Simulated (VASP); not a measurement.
Crystal: Ru.

```
CELL_PARAMETERS angstrom
2.70580 0.00000 0.00000
-1.35290 2.34329 0.00000
0.00000 0.00000 4.28190
ATOMIC_POSITIONS crystal
Ru 0.33333 0.66667 0.25000
Ru 0.66667 0.33333 0.75000
```

Base run:

- Program: VASP 6.6.1
- Functional: r2SCAN
- Potentials or basis: VASP PAW PBE potentials, release 64 (Ru_pv)
- Cutoff: 520 eV
- k mesh: 14 × 14 × 8
- Occupations: fermi-dirac, width 0.03 eV
- Spin: no spin polarisation

Its results: band gap on the k mesh zero (band 14 reaches 14.42 eV, above the bottom of band 15 at 11.15 eV); pressure -0.5 GPa.

Q: The run is repeated on the same cell with these changes: functional from r2SCAN to PBE; further incar settings from ALGO = Normal; EDIFF = 1e-08; NBANDS = 21 to ALGO = Normal; EDIFF = 1e-06; NBANDS = 21. What comes out?

A: Band gap on the k mesh zero (band 14 reaches 14.47 eV, above the bottom of band 15 at 11.34 eV); pressure 4.5 GPa.

Caveats: the PAW data sets were made with another functional, which shifts forces and pressure a little (some runs).
